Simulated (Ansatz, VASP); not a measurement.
## One calculation of Co, two programs

```
Co
1.0
     3.97014    0.00000    0.00000
    -1.98507    3.43825    0.00000
     0.00000    0.00000    2.43370
Co
3
Direct
  0.00000 0.00000 0.00000
  0.33333 0.66667 0.50000
  0.66667 0.33333 0.50000
```

Alike in both runs: task relaxation of cell and atoms; functional RPBE; k mesh 9 × 9 × 13; occupations fermi-dirac, width 0.1 eV; no spin polarisation.

|  | VASP | Ansatz |
| --- | --- | --- |
| version | VASP 6.6.1 | Ansatz 0.2.0 |
| potentials or method | VASP PAW PBE potentials, release 64 (Co), cutoff 600 eV | plane waves (420 eV) with PAW, scalar-relativistic |
| valence electrons in the cell | 27 | 51 |

Ansatz gave:

* relaxed volume (Å³/atom): 10.83
* relaxed cell length with the largest relative difference (Å): 2.417

Estimate VASP's values.

relaxed volume (Å³/atom): 10.80; relaxed cell length with the largest relative difference (Å): 2.414.

VASP's potentials were made for PBE, not for RPBE. VASP's potentials hold 27 valence electrons a cell and Ansatz's 51, so a difference there can come from the potentials and not from the codes.
